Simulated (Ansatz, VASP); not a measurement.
# ZrS: VASP beside Ansatz

The input INCAR:

```
SYSTEM = ZrS
PREC     = Accurate       ! precision mode
ENCUT    = 520            ! plane-wave cutoff, eV
EDIFF    = 1E-6           ! SCF threshold, eV
ISMEAR   = 0              ! smearing method
SIGMA    = 0.15           ! smearing width, eV
LREAL    = .False.        ! projectors in reciprocal space
LASPH    = .True.         ! aspherical terms in the spheres
NELM     = 60             ! most SCF steps
ALGO     = Normal         ! electronic algorithm
ISIF     = 2              ! what is computed and relaxed
LWAVE    = .False.        ! write WAVECAR
LCHARG   = .False.        ! write CHGCAR
GGA      = PS             ! functional
NBANDS   = 16             ! bands
```

Contents of KPOINTS:

```
regular mesh
0
Gamma
  16 16 16
  0 0 0
```

Contents of POSCAR:

```
ZrS
1.0
   -0.1053235197      2.5769392918      2.5769392918
    2.5769392918     -0.1053235197      2.5769392918
    2.5769392918      2.5769392918     -0.1053235197
Zr S
1 1
Direct
    0.0000000000      0.0000000000      0.0000000000
    0.5000000000      0.5000000000      0.5000000000
```

Input for Ansatz:

```yaml
crystal:
  lattice:
    - [-0.1053235197, 2.5769392918, 2.5769392918]
    - [2.5769392918, -0.1053235197, 2.5769392918]
    - [2.5769392918, 2.5769392918, -0.1053235197]
  atoms:
    - { symbol: Zr, position: [0.0, 0.0, 0.0] }
    - { symbol: S, position: [0.5, 0.5, 0.5] }
basis:
  ecutwfc: 420
kpoints:
  mp_grid: { grid: [16, 16, 16] }
hamiltonian:
  xc: pbesol
  pseudopotentials: { kind: paw, azcp: { folder: soft_1 } }
scf:
  occupations: { method: gaussian, width: 0.15 }
output:
  forces: true
  stress: true
  eigenvalues: true
  write_density: true
  write_potential: true
  elf: true
  volumetric_format: npy
```

Alike in both runs: task single point; functional PBEsol; k mesh 16 × 16 × 16; occupations gaussian, width 0.15 eV; no spin polarisation.

|  | VASP | Ansatz |
| --- | --- | --- |
| version | VASP 6.6.1 | Ansatz 0.2.0 |
| potentials or method | VASP PAW PBE potentials, release 64 (Zr_sv, S), cutoff 520 eV | scalar-relativistic, plane waves, PAW |
| valence electrons in the cell | 18 | 18 |

VASP gave:

- gap on the k mesh at the Fermi level (eV): none
- pressure (GPa): -6.7
- traceless stress, the component that is largest in VASP (GPa): 1.07

Q: Estimate Ansatz's values.

A: gap on the k mesh at the Fermi level (eV): none; pressure (GPa): -6.8; traceless stress, the component that is largest in VASP (GPa): 1.09.

VASP's potentials were made for PBE, not for PBEsol, and Ansatz warns of the same on its side. A gap of «none» marks a metal or a gap that the smearing closes.
